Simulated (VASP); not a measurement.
# C (Fd-3m) in VASP: further runs

Runs on C. Level: PBEsol. Tasks: single point.

Program: VASP 6.6.1. These are calculated values, not measurements. Logs are shortened: lines on timing, memory, paths and dates and some standing lists are left out, and cuts for length are marked.

### Step 1. The cell of the first run

The structure is cubic, space group Fd-3m (No. 227). Conventional cell: a = 3.529 Å, b = 3.529 Å, c = 3.529 Å, α = 90.00°, β = 90.00°, γ = 90.00°. C (site symmetry -43m) has 4 C at 1.53 Å within 2.0 Å.

### Step 2. Single point, PBEsol

INCAR reads:

```
SYSTEM = C
ALGO = Normal
EDIFF = 1E-6
ENCUT = 1300
GGA = PS
GGA_COMPAT = .False.
ISIF = 2
ISMEAR = 0
LASPH = .True.
LCHARG = .False.
LREAL = .False.
LWAVE = .False.
NBANDS = 11
NELM = 120
PREC = Accurate
SIGMA = 0.01
```

KPOINTS reads:

```
k-points
0
Gamma
  12 12 12
  0 0 0
```

POSCAR reads:

```
C
1.0
    1.7642951406      1.7642951406      0.0000000000
   -1.7642951406      1.7642951406      0.0000000000
    0.0000000000      1.7642951406      1.7642951406
C
2
Direct
    0.5000000000      0.5000000000      0.0000000000
    0.7500000000      0.2500000000      0.5000000000
```

Potentials or basis: VASP PAW PBE potentials, release 64 (C_h).

Launch:

```sh
$ cat potpaw_PBE.64/C_h/POTCAR > POTCAR
$ mpirun -np 1 vasp_std > vasp.out
```

OUTCAR:

```text
SYSTEM = C
   EDIFF = 1E-6
   ENCUT = 1300
   GGA = PS
   ISIF = 2
   ISMEAR = 0
   LASPH = .True.
   LREAL = .False.
   NELM = 120
   PREC = Accurate

 ion  position               nearest neighbor table
   1  0.500  0.500  0.000-
   2  0.750  0.250  0.500-

  LATTYP: Found a face centered cubic cell.
 ALAT       =     3.5285902812

  Lattice vectors:

 A1 = (   0.0000000000,   1.7642951406,   1.7642951406)
 A2 = (   1.7642951406,   0.0000000000,   1.7642951406)
 A3 = (   1.7642951406,   1.7642951406,   0.0000000000)

Analysis of symmetry for initial positions (statically):
=====================================================================
 Subroutine PRICEL returns:
 Original cell was already a primitive cell.

 Routine SETGRP: Setting up the symmetry group for a
 face centered cubic supercell.

 Subroutine GETGRP returns: Found 48 space group operations
 (whereof 24 operations were pure point group operations)
 out of a pool of 48 trial point group operations.

The static configuration has the point symmetry T_d .
 The point group associated with its full space group is O_h .

Analysis of symmetry for dynamics (positions and initial velocities):
=====================================================================
 Subroutine PRICEL returns:
 Original cell was already a primitive cell.

 Routine SETGRP: Setting up the symmetry group for a
 face centered cubic supercell.

 Subroutine GETGRP returns: Found 48 space group operations
 (whereof 24 operations were pure point group operations)
 out of a pool of 48 trial point group operations.

The dynamic configuration has the point symmetry T_d .
 The point group associated with its full space group is O_h .

 Subroutine INISYM returns: Found 48 space group operations
 (whereof 24 operations are pure point group operations),
 and found     1 'primitive' translations

----------------------------------------------------------------------------------------

                                     Primitive cell

  volume of cell :      10.9836

  direct lattice vectors                    reciprocal lattice vectors
     1.764295141  1.764295141  0.000000000     0.283399296  0.283399296 -0.283399296
    -1.764295141  1.764295141  0.000000000    -0.283399296  0.283399296 -0.283399296
     0.000000000  1.764295141  1.764295141     0.000000000  0.000000000  0.566798591

  length of vectors
     2.495090116  2.495090116  2.495090116     0.490861979  0.490861979  0.566798591

  position of ions in fractional coordinates (direct lattice)
     0.500000000  0.500000000  0.000000000
     0.750000000  0.250000000  0.500000000

  ion indices of the primitive-cell ions
   primitive index   ion index
                 1           1
                 2           2

----------------------------------------------------------------------------------------

 KPOINTS: k-points

Automatic generation of k-mesh.
 Grid dimensions read from file:
 generate k-points for:   12   12   12

 Generating k-lattice:

  Cartesian coordinates                     Fractional coordinates (reciprocal lattice)
     0.023616608  0.023616608 -0.023616608     0.083333333  0.000000000  0.000000000
    -0.023616608  0.023616608 -0.023616608     0.000000000  0.083333333  0.000000000
     0.000000000  0.000000000  0.047233216     0.000000000  0.000000000  0.083333333

  Length of vectors
     0.040905165  0.040905165  0.047233216

  Shift w.r.t. Gamma in fractional coordinates (k-lattice)
     0.000000000  0.000000000  0.000000000

 Subroutine IBZKPT returns following result:
 ===========================================

 Found     72 irreducible k-points:

 Following reciprocal coordinates:
            Coordinates               Weight
  0.000000  0.000000  0.000000      1.000000
  0.083333  0.000000  0.000000      8.000000
  0.166667  0.000000  0.000000      8.000000
  0.250000  0.000000  0.000000      8.000000
  0.333333  0.000000  0.000000      8.000000
  0.416667  0.000000  0.000000      8.000000
[... 16 lines left out ...]
  0.500000  0.166667  0.000000     24.000000
 -0.416667  0.166667  0.000000     24.000000
 [... further k-points ...]
   k-points           NKPTS =     72   k-points in BZ     NKDIM =     72   number of bands    NBANDS=     11
   number of dos      NEDOS =    301   number of ions     NIONS =      2
   total plane-waves  NPLWV =  27000
   dimension x,y,z NGX =    30 NGY =   30 NGZ =   30
   dimension x,y,z NGXF=    60 NGYF=   60 NGZF=   60
   ions per type =               2
   NGX,Y,Z   is equivalent  to a cutoff of  19.99, 19.99, 19.99 a.u.
   NGXF,Y,Z  is equivalent  to a cutoff of  39.98, 39.98, 39.98 a.u.
 SYSTEM =  C
   PREC   = accura    normal or accurate (medium, high low for compatibility)
   ISTART =      0    job   : 0-new  1-cont  2-samecut
   ICHARG =      2    charge: 1-file 2-atom 10-const
   ISPIN  =      1    spin polarized calculation?
   LNONCOLLINEAR =      F non collinear calculations
   LSORBIT =      F    spin-orbit coupling
   LASPH  =      T    aspherical Exc in radial PAW
   ENCUT  = 1300.0 eV  95.55 Ry    9.77 a.u.   7.34  7.34  7.34*2*pi/ulx,y,z
   NELM   =    120;   NELMIN=  2; NELMDL= -5     # of ELM steps
   EDIFF  = 0.1E-05   stopping-criterion for ELM
   LREAL  =      F    real-space projection
   EDIFFG = 0.1E-04   stopping-criterion for IOM
   NSW    =      0    number of steps for IOM
   IBRION =     -1    ionic relax: 0-MD 1-quasi-New 2-CG
   NFREE  =      0    steps in history (QN), initial steepest desc. (CG)
   ISIF   =      2    stress and relaxation
   ISYM   =      2    0-nonsym 1-usesym 2-fastsym
   POTIM  = 0.5000    time-step for ionic-motion
   TEBEG  =    0.0;   TEEND  =   0.0 temperature during run
   PSTRESS=    0.0 pullay stress
   NELECT =       8.0000    total number of electrons
   NUPDOWN=      -1.0000    fix difference up-down
   EMIN   =  10.00;   EMAX   =-10.00  energy-range for DOS
   EFERMI =   0.00;   METHOD = LEGACY
   ISMEAR =     0;   SIGMA  =   0.01  broadening in eV -4-tet -1-fermi 0-gaus
   EFERMI_NEDOS =   21; number of points for ismear=-14 and -15
   IALGO  =     38    algorithm
   IMIX   =      4    mixing-type and parameters
     AMIX     =   0.40;   BMIX     =  1.00
     AMIX_MAG =   1.60;   BMIX_MAG =  1.00
  volume/ion in A,a.u.               =       5.49        37.06
  Fermi-wavevector in a.u.,A,eV,Ry     =   1.472958  2.783486 29.519257  2.169604
  Thomas-Fermi vector in A             =   2.587909
   LORBIT       =      0    0 simple, 1 ext, 2 COOP (PROOUT), +10 PAW based schemes
   GGA     = PS    functional components
   LHFCALC =     F    Hartree Fock is set to
   AEXX    =    0.0000 exact exchange contribution
   IVDW    =     0    specifies the selected vdW correction
   LEPSILON=     F    determine dielectric tensor
   LRPA    =     F    only Hartree local field effects (RPA)
 non-spin polarized calculation
 Gauss-broadening in eV      SIGMA  =   0.01
  energy-cutoff  :     1300.00
  volume of cell :       10.98
 maximum number of plane-waves:      1211
 NGX is ok and might be reduce to    30
   NGX = 15   NGY = 15   NGZ = 15

 number of electron       8.0000000 magnetization

 Free energy of the ion-electron system (eV)
  ---------------------------------------------------
  ext. energy  EPLUGINS =         0.00000000
  ---------------------------------------------------
  free energy    TOTEN  =       -19.26944964 eV

  energy without entropy =      -19.26944964  energy(sigma->0) =      -19.26944964

 E-fermi :  11.5662     XC(G=0): -13.7371

 val. band max:       11.4297123259   @ k =   0.0000   0.0000   0.0000
 cond. band min:      15.5450870837   @ k =  -0.3333   0.3333   0.0000
 fundamental gap:      4.1153747578
 Fermi energy:        11.5662458777

 k-point     1 :       0.0000    0.0000    0.0000
  band No.  band energies     occupation
      1     -10.5275      2.00000
      2      11.4297      2.00000
      3      11.4297      2.00000
      4      11.4297      2.00000
      5      17.0633      0.00000
      6      17.0633      0.00000
      7      17.0633      0.00000
      8      25.5464      0.00000
      9      30.8143      0.00000
     10      38.2246      0.00000
     11      38.2246      0.00000

 k-point     2 :       0.0833    0.0000    0.0000
  band No.  band energies     occupation
      1     -10.3305      2.00000
      2      10.1635      2.00000
      3      11.0926      2.00000
      4      11.0926      2.00000
      5      17.5043      0.00000
      6      17.5043      0.00000
      7      17.8210      0.00000
      8      25.6752      0.00000
      9      31.1433      0.00000
     10      35.9548      0.00000
     11      35.9548      0.00000

 k-point     3 :       0.1667    0.0000    0.0000
  band No.  band energies     occupation
      1      -9.7415      2.00000
      2       7.5634      2.00000
      3      10.3653      2.00000
      4      10.3653      2.00000
      5      18.4548      0.00000
      6      18.4548      0.00000
      7      18.9962      0.00000
      8      26.0380      0.00000
      9      31.8310      0.00000
     10      34.3129      0.00000
     11      34.3129      0.00000

 k-point     4 :       0.2500    0.0000    0.0000
  band No.  band energies     occupation
      1      -8.7683      2.00000
      2       4.6544      2.00000
      3       9.6194      2.00000
      4       9.6194      2.00000
      5      19.3255      0.00000
      6      19.3255      0.00000
      7      19.8475      0.00000
      8      26.5298      0.00000
      9      32.2877      0.00000
     10      33.9009      0.00000
     11      33.9009      0.00000

 k-point     5 :       0.3333    0.0000    0.0000
  band No.  band energies     occupation
      1      -7.4295      2.00000
      2       1.8005      2.00000
      3       9.0295      2.00000
      4       9.0295      2.00000
      5      19.8000      0.00000
      6      19.8000      0.00000
      7      20.3596      0.00000
      8      26.9526      0.00000
      9      32.5818      0.00000
     10      34.7906      0.00000
     11      34.7906      0.00000
[... 211 lines left out ...]
 k-point    21 :       0.3333    0.1667    0.0000
  band No.  band energies     occupation
      1      -5.7037      2.00000
      2       0.6049      2.00000
      3       5.5831      2.00000
      4       8.3642      2.00000
      5      19.5589      0.00000
      6      21.1410      0.00000
      7      22.8065      0.00000
      8      26.7004      0.00000
      9      31.5988      0.00000
     10      33.3319      0.00000
     11      36.5272      0.00000

 k-point    22 :       0.4167    0.1667    0.0000
  band No.  band energies     occupation
      1      -4.1144      2.00000
      2      -1.4938      2.00000
      3       5.7963      2.00000
      4       7.7121      2.00000
      5      18.9878      0.00000
      6      21.8131      0.00000
      7      23.0326      0.00000
      8      27.1542      0.00000
      9      31.0270      0.00000
     10      35.7984      0.00000
     11      36.4460      0.00000

 k-point    23 :       0.5000    0.1667    0.0000
  band No.  band energies     occupation
      1      -4.5832      2.00000
      2      -0.9358      2.00000
      3       6.3044      2.00000
      4       7.3172      2.00000
      5      18.5372      0.00000
      6      22.3198      0.00000
      7      23.0580      0.00000
      8      25.9172      0.00000
      9      31.7432      0.00000
     10      35.7186      0.00000
     11      38.2981      0.00000

 k-point    24 :      -0.4167    0.1667    0.0000
  band No.  band energies     occupation
      1      -6.2396      2.00000
      2       1.3968      2.00000
      3       7.0499      2.00000
      4       7.2230      2.00000
      5      18.1276      0.00000
      6      22.6171      0.00000
      7      22.9039      0.00000
      8      24.2559      0.00000
      9      32.6872      0.00000
     10      34.3466      0.00000
     11      39.1172      0.00000

 [... further k-points ...]

------------------------ aborting loop because EDIFF is reached ----------------------------------------

  FORCE on cell =-STRESS in cart. coord.  units (eV):
  Direction    XX          YY          ZZ          XY          YZ          ZX
  --------------------------------------------------------------------------------------
  -------------------------------------------------------------------------------------
  Total        0.6960992      0.6960992      0.6960992     -0.0000000     -0.0000000      0.0000000
  in kB      101.5401999    101.5401999    101.5401999     -0.0000000     -0.0000000      0.0000000
  external PRESSURE =     101.5401999 kB  Pullay stress =       0.0000000 kB

 VOLUME and BASIS-vectors are now :
 -----------------------------------------------------------------------------
  energy-cutoff  :     1300.00
  volume of cell :       10.98
      direct lattice vectors                 reciprocal lattice vectors
     1.764295141  1.764295141  0.000000000     0.283399296  0.283399296 -0.283399296
    -1.764295141  1.764295141  0.000000000    -0.283399296  0.283399296 -0.283399296
     0.000000000  1.764295141  1.764295141     0.000000000  0.000000000  0.566798591

 POSITION                                       TOTAL-FORCE (eV/Angst)
 -----------------------------------------------------------------------------------
      0.00000      1.76430      0.00000        -0.000000      0.000000      0.000000
      0.88215      2.64644      0.88215         0.000000      0.000000      0.000000
 -----------------------------------------------------------------------------------
    total drift:                               -0.000000      0.000000      0.000000

  FREE ENERGIE OF THE ION-ELECTRON SYSTEM (eV)
  ---------------------------------------------------
  free  energy   TOTEN  =       -19.2694496445 eV

  energy  without entropy=      -19.2694496445  energy(sigma->0) =      -19.26944964
```

It took 11 s on 1 thread of Intel Xeon 6975P-C (Granite Rapids), shared host; peak memory 0.17 GiB.

Results:

| Property | Result |
| --- | --- |
| Free energy | -19.2694 eV |
| Pressure | 10.2 GPa |
| Band gap on the k mesh | 4.12 eV (least direct gap 5.63 eV) |

Levels at points of the mesh, in eV from the valence-band top:
```csv
k point,band 1,band 2,band 3,band 4,band 5,band 6,band 7,band 8,band 9
"(0.00, 0.00, 0.00)",-21.96,0.00,0.00,0.00,5.63,5.63,5.63,14.12,19.38
"(0.50, 0.00, 0.00)",-15.94,-13.83,-2.89,-2.89,8.52,8.52,9.28,15.78,22.11
"(0.50, 0.50, 0.00)",-13.01,-13.01,-6.53,-6.53,4.67,4.67,17.28,17.28,23.68
```

Caveat: the cell stands under pressure; the PAW data sets were made with another functional, which shifts forces and pressure a little.

### Step 3. Single point, PBEsol

This run uses another cell than the first one, of 5.53 Å³/atom.

INCAR reads:

```
PREC = Accurate ; ENCUT = 1300
EDIFF = 1E-6 ; ISMEAR = 0
SIGMA = 0.01 ; LREAL = F
LASPH = T ; NELM = 120
ALGO = Normal ; ISIF = 2
LWAVE = F ; LCHARG = F
GGA = PS ; NBANDS = 11
GGA_COMPAT = F
```

KPOINTS reads:

```
regular mesh
0
Gamma
  12 12 12
```

POSCAR reads:

```
C
1.0
    1.7679599696      1.7679599696      0.0000000000
   -1.7679599696      1.7679599696      0.0000000000
    0.0000000000      1.7679599696      1.7679599696
C
2
Direct
    0.5000000000      0.5000000000      0.0000000000
    0.7500000000      0.2500000000      0.5000000000
```

Potentials or basis: VASP PAW PBE potentials, release 64 (C_h).

Launch:

```sh
$ cat potpaw_PBE.64/C_h/POTCAR > POTCAR
$ mpirun -np 1 vasp_std > vasp.out
```

It took 10 s on 1 thread of AMD EPYC 9R45 (Zen 5), shared host; peak memory 0.14 GiB.

It converged, with:

```
Free energy            : -19.2733 eV
Pressure               : 7.2 GPa
Band gap on the k mesh : 4.10 eV (least direct gap 5.62 eV)
```

Levels at points of the mesh, in eV from the valence-band top:
```tsv
k point	band 2	band 3	band 4	band 5	band 6	band 7
(0.00, 0.00, 0.00)	0.00	0.00	0.00	5.62	5.62	5.62
(0.50, 0.00, 0.00)	-13.75	-2.88	-2.88	8.50	8.50	9.20
(0.50, 0.50, 0.00)	-12.96	-6.49	-6.49	4.66	4.66	17.19
```

Caveat: the cell stands under pressure; the PAW data sets were made with another functional, which shifts forces and pressure a little.

(Part 1 of 2 ends here.)
